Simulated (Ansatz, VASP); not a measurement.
## Two plane-wave programs on Al2O3

```
Al O
1.0
     2.37936    1.37372    4.33159
    -2.37936    1.37372    4.33159
     0.00000   -2.74745    4.33159
Al O
4 6
Cartesian
  0.0000 0.0000 1.9244
  0.0000 0.0000 4.5730
  0.0000 0.0000 8.4218
  0.0000 0.0000 11.0704
  0.9214 1.3737 7.5803
  -0.7290 1.4849 5.4145
  0.7290 -1.4849 7.5803
  -1.6504 0.1111 7.5803
  1.6504 -0.1111 5.4145
  -0.9214 -1.3737 5.4145
```

Alike in both runs: task single point; functional PBE; k mesh 6 × 6 × 6; occupations fermi-dirac, width 0.02 eV; no spin polarisation.

|  | VASP | Ansatz |
| --- | --- | --- |
| version | VASP 6.6.1 | Ansatz 0.2.0 |
| potentials or method | VASP PAW PBE potentials, release 64 (Al, O) | plane waves, PAW |
| plane-wave cutoff (eV) | 520 | 420 |
| valence electrons in the cell | 48 | 48 |

Ansatz gave:

```
gap on the k mesh at the Fermi level (eV)                     : 6.24
pressure (GPa)                                                : 7.6
traceless stress, the component that is largest in VASP (GPa) : -0.34
rms of the force components (eV/Å)                            : 0.015
```

Task: What did VASP give for the same quantities?

Result: gap on the k mesh at the Fermi level (eV): 6.24; pressure (GPa): 7.4; traceless stress, the component that is largest in VASP (GPa): -0.37; rms of the force components (eV/Å): 0.015.

Atom by atom the forces differ by 0.001 eV/Å (rms over components).
